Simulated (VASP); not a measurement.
## C: single point with r2SCAN

Crystal: C.

```
C
1.0
     0.00000    1.78012    1.78012
     1.78012    0.00000    1.78012
     1.78012    1.78012    0.00000
C
2
Direct
  0.00000 0.00000 0.00000
  0.25000 0.25000 0.25000
```

```yaml
Program: VASP 6.6.1
Task: single point
Functional: r2SCAN
Potentials_or_basis: VASP PAW PBE potentials, release 64 (C_h)
Cutoff: 1430 eV
k_mesh: 12 × 12 × 12
Occupations: gaussian, width 0.01 eV
Spin: no spin polarisation
```

The pressure is -0.6 GPa. The band gap on the k mesh is 4.39 eV (least direct gap 5.89 eV).

Levels at points of the mesh, in eV from the valence-band top:
```tsv
k point	band 2	band 3	band 4	band 5	band 6	band 7
(0.00, 0.00, 0.00)	0.00	0.00	0.00	5.89	5.89	5.89
(0.50, 0.00, 0.00)	-14.08	-2.98	-2.98	8.94	8.94	9.23
(0.50, 0.50, 0.00)	-13.61	-6.68	-6.68	5.04	5.04	18.00
```

It took 33 s on 1 thread of Intel(R) Xeon(R) 6975P-C (Granite Rapids) (shared host), peak memory 0.19 GiB.

Caveat: the PAW data sets were made with another functional, which shifts forces and pressure a little. A k mesh can miss the band edges.
